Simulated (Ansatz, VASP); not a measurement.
## Zr in VASP and in Ansatz

```
CELL_PARAMETERS angstrom
0.00000 2.99433 2.99433
2.99433 0.00000 2.99433
2.99433 2.99433 0.00000
ATOMIC_POSITIONS crystal
Zr 0.50000 0.50000 0.50000
Zr 0.75000 0.75000 0.75000
```

Alike in both runs: task relaxation of cell and atoms; functional PBEsol; k mesh 6 × 6 × 6; occupations gaussian, width 0.1 eV; no spin polarisation.

|  | VASP | Ansatz |
| --- | --- | --- |
| version | VASP 6.6.1 | Ansatz 0.2.0 |
| potentials or method | VASP PAW PBE potentials, release 64 (Zr_sv), cutoff 500 eV | scalar-relativistic, plane waves, PAW |
| valence electrons in the cell | 24 | 24 |

```csv
,VASP,Ansatz,Ansatz less VASP
"gap on the k mesh at the Fermi level, each at its own relaxed structure (eV)",none,none,-
relaxed volume (Å³/atom),29.03,28.94,-0.086
relaxed cell length with the largest relative difference (Å),4.346,4.342,-0.0043
```

VASP's potentials were made for PBE, not for PBEsol. A gap of «none» marks a metal or a gap that the smearing closes.
